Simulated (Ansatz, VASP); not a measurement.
**Two plane-wave programs on CuI**

```
Cu I
1.0
     5.26391    0.00000    0.00000
     0.03123    5.26381    0.00000
     0.00000    0.00000    4.30700
Cu I
2 2
Direct
  0.42044 0.57956 0.75000
  0.57956 0.42044 0.25000
  0.77004 0.22996 0.75000
  0.22996 0.77004 0.25000
```

Alike in both runs: task single point; functional LDA; k mesh 4 × 4 × 6; no spin polarisation.

|  | VASP | Ansatz |
| --- | --- | --- |
| version | VASP 6.6.1 | Ansatz 0.2.0 |
| potentials or method | VASP PAW LDA potentials, release 64 (Cu, I) | plane waves, PAW |
| plane-wave cutoff (eV) | 600 | 420 |
| occupations | gaussian, width 0.01 eV | fixed |
| valence electrons in the cell | 36 | 72 |

Ansatz gave:

* gap on the k mesh at the Fermi level (eV): 0.86

**Question.** What did VASP give for the same quantities?

**Answer.** gap on the k mesh at the Fermi level (eV): 0.90.

LDA's correlation is that of Perdew and Zunger in VASP and of Perdew and Wang (1992) in Ansatz. VASP's potentials hold 36 valence electrons a cell and Ansatz's 72, so a difference there can come from the potentials and not from the codes.

Neither program's run includes spin-orbit coupling.
